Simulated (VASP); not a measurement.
A run of VASP 6.6.1:

INCAR

```
PREC     = Accurate       # precision mode
ENCUT    = 520            # plane-wave cutoff, eV
EDIFF    = 1E-6           # SCF threshold, eV
ISMEAR   = -1             # smearing method
SIGMA    = 0.05           # smearing width, eV
LREAL    = F              # projectors in reciprocal space
LASPH    = T              # aspherical terms in the spheres
NELM     = 150            # most SCF steps
ALGO     = Normal         # electronic algorithm
ISIF     = 2              # what is computed and relaxed
LWAVE    = F              # write WAVECAR
LCHARG   = T              # write CHGCAR
ISPIN    = 2              # spin polarisation
MAGMOM   = 0 0 3 3 0 0 0 0 0 # initial moments
LORBIT   = 11             # projections on sites
LMAXMIX  = 4              # l up to which the mixer works
GGA      = B5             # functional
ALDAX    = 1.0          
AGGAX    = 1.0          
AGGAC    = 1.0          
ALDAC    = 0.0          
LELF     = T              # ELF
LVHAR    = T            
NBANDS   = 47             # bands
```

File KPOINTS:

```
Automatic mesh
0
Gamma
  4 4 4
```

POSCAR

```
CsLiCr2Te2S3
1.0
    3.3057352399      1.9085649207      9.1222929928
   -3.3057352399      1.9085649207      9.1222929928
    0.0000000000     -3.8171364712      9.1222916058
Cs Li Cr Te S
1 1 2 2 3
Direct
    0.0000000000      0.0000000000      0.0000000000
    0.5000000000      0.5000000000      0.5000000000
    0.8050524135      0.8050524135      0.8050524135
    0.1949475865      0.1949475865      0.1949475865
    0.7149745943      0.7149745943      0.7149745943
    0.2850254057      0.2850254057      0.2850254057
    0.1386341101      0.8613658899      0.5000000000
    0.5000000000      0.1386341101      0.8613658899
    0.8613658899      0.5000000000      0.1386341101
```

Potentials or basis: VASP PAW PBE potentials, release 64 (Cs_sv, Li_sv, Cr_pv, Te, S).

The run is started by

```sh
$ cat potpaw_PBE.64/Cs_sv/POTCAR potpaw_PBE.64/Li_sv/POTCAR potpaw_PBE.64/Cr_pv/POTCAR potpaw_PBE.64/Te/POTCAR potpaw_PBE.64/S/POTCAR > POTCAR
$ mpirun -np 1 vasp_std > vasp.out
```

Hardware: 1 thread of Intel(R) Xeon(R) Platinum 8559C (Emerald Rapids), on a shared host.

Q: Estimate the wall time of this run.

A: It took 22 min on 1 thread of Intel(R) Xeon(R) Platinum 8559C (Emerald Rapids), on a shared host, peak memory 1.6 GiB. Counts: scf iterations 18, k points 13.
